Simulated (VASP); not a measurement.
Runs of VASP 6.6.1 on MgO. The structure is that of space group Fm-3m (No. 225), or close to it. The cells are those of the table. 

```tsv
task	level	potentials or basis	cell	gap on the mesh (eV)	pressure (GPa)
single point	PBE	VASP PAW PBE potentials, release 64 (Mg, O)	a = 3.069 Å, angles 60.0°, 2 atoms	3.90	(b)
electric field gradients	PBE	VASP PAW PBE potentials, release 64 (Mg, O)	a = 2.994 Å, angles 60.0°, 2 atoms	4.57	1.4
electric field gradients	LDA	VASP PAW LDA potentials, release 64 (Mg, O)	a = 3.020 Å, angles 60.0°, 2 atoms	4.27	-13.2
single point	PBE	VASP PAW PBE potentials, release 64 (Mg, O)	a = 2.968 Å, angles 60.0°, 2 atoms	4.83	5.7
electric field gradients	PBE	VASP PAW PBE potentials, release 64 (Mg, O)	a = 2.968 Å, angles 60.0°, 2 atoms	4.83	5.7
electric field gradients	PBE	VASP PAW PBE potentials, release 64 (Mg, O)	a = 3.020 Å, angles 60.0°, 2 atoms	4.34	-2.4
single point	PBE	VASP PAW PBE potentials, release 64 (Mg, O)	a = 3.020 Å, angles 60.0°, 2 atoms	4.34	-2.4
single point	PBEsol	VASP PAW PBE potentials, release 64 (Mg, O)	a = 3.020 Å, angles 60.0°, 2 atoms	4.25	(a)
```

Alike in all rows: no spin polarisation; k mesh 10 × 10 × 10; cutoff (eV) 520; smearing fermi-dirac 0.01 eV.

Question: Fill in the values left out.

Answer: (a) -6.3; (b) -8.7.

Caveats: the PAW data sets were made with another functional, which shifts forces and pressure a little (some runs).

